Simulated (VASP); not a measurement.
Set up this calculation in VASP 6.6.1, as the native input.

```
Task                   : single point
Functional             : PBE
Potentials or basis    : VASP PAW PBE potentials, release 64 (Be, Te)
Cutoff                 : 520 eV
k mesh                 : 6 × 6 × 6
Occupations            : gaussian, width 0.01 eV
Spin                   : no spin polarisation
Dipole correction      : no
Further INCAR settings : ALGO = Normal; EDIFF = 1e-06; NBANDS = 11
```

The structure of BeTe lies in POSCAR:

```
BeTe
1.0
    0.0000000000      2.8286236255      2.8286236255
    2.8286236255      0.0000000000      2.8286236255
    2.8286236255      2.8286236255      0.0000000000
Be Te
1 1
Direct
    0.0000000000      0.0000000000      0.0000000000
    0.2500000000      0.2500000000      0.2500000000
```

These files were run (other wordings do the same):

INCAR

```
PREC = Accurate
ENCUT = 520
EDIFF = 1E-6
ISMEAR = 0
SIGMA = 0.01
LREAL = False
LASPH = True
NELM = 80
ALGO = Normal
ISIF = 2
LWAVE = False
LCHARG = False
GGA = PE
NBANDS = 11
```

KPOINTS

```
Automatic mesh
0
Gamma
  6 6 6
```

Potentials or basis: VASP PAW PBE potentials, release 64 (Be, Te).

The run is started by

```sh
$ cat potpaw_PBE.64/Be/POTCAR potpaw_PBE.64/Te/POTCAR > POTCAR
$ mpirun -np 1 vasp_std > vasp.out
```

It gave:

- Pressure: 0.4 GPa
- Band gap on the k mesh: 2.01 eV (least direct gap 3.62 eV)

Caveat: spin-orbit coupling is left out, which moves the levels of the heavy elements.

It took 14 s on 1 thread of AMD EPYC 7R13, on a shared host, peak memory 0.14 GiB.
